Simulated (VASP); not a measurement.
# Mg5O: single point with PBE

Mg5O:

```
Mg O
1.0
     3.12705    0.00000    0.00000
    -1.56352    2.70810    0.00000
     0.00000    0.00000   25.86847
Mg O
10 2
Direct
  0.00000 0.00000 0.00000
  0.66667 0.33333 0.90494
  0.33333 0.66667 0.09506
  0.33333 0.66667 0.80437
  0.00000 0.00000 0.70278
  0.66667 0.33333 0.19563
  0.00000 0.00000 0.29722
  0.00000 0.00000 0.50000
  0.66667 0.33333 0.60170
  0.33333 0.66667 0.39830
  0.66667 0.33333 0.04685
  0.33333 0.66667 0.95315
```

```
Program                : VASP 6.6.1
Task                   : single point
Functional             : PBE
Potentials or basis    : VASP PAW PBE potentials, release 64 (Mg, O)
Cutoff                 : 520 eV
k mesh                 : 12 × 12 × 2
Occupations            : gaussian, width 0.1 eV
Spin                   : no spin polarisation
Dipole correction      : no
Further INCAR settings : ALGO = Normal; EDIFF = 1e-06; NBANDS = 28
```

```yaml
Pressure: -0.2 GPa
Largest_force: 0.015 eV/Å
Band_gap_on_the_k_mesh: zero (band 16 reaches 4.47 eV, above the bottom of band 17 at 2.24 eV)
```

Forces in eV/Å, atoms in the order of the input:
```
Mg   0.000  0.000  0.000
Mg   0.000  0.000  0.015
Mg   0.000  0.000 -0.015
Mg   0.000  0.000  0.001
Mg   0.000  0.000 -0.001
Mg   0.000  0.000 -0.001
Mg   0.000  0.000  0.001
Mg   0.000  0.000  0.000
Mg   0.000  0.000 -0.001
Mg   0.000  0.000  0.001
O    0.000  0.000 -0.001
O    0.000  0.000  0.001
```

Levels at points of the mesh, in eV from the Fermi level:
```tsv
k point	band 12	band 13	band 14	band 15	band 16	band 17	band 18	band 19	band 20	band 21
(0.00, 0.00, 0.00)	-4.13	-4.13	-3.95	-3.48	-2.22	-1.26	0.25	0.61	2.32	2.62
(0.50, 0.00, 0.00)	-1.82	-1.45	-1.44	-1.16	-0.74	-0.42	-0.14	0.28	0.44	1.15
(0.00, 0.00, 0.50)	-4.34	-4.13	-4.13	-3.11	-2.54	-0.88	-0.34	1.39	1.56	3.06
(0.50, 0.00, 0.50)	-1.81	-1.48	-1.44	-1.14	-0.74	-0.41	-0.20	0.40	0.40	1.11
```

Run time: 5.2 min on 1 thread of Intel(R) Xeon(R) Platinum 8124M CPU @ 3.00GHz (Skylake/Cascade Lake), with other jobs on the host, peak memory 0.43 GiB.
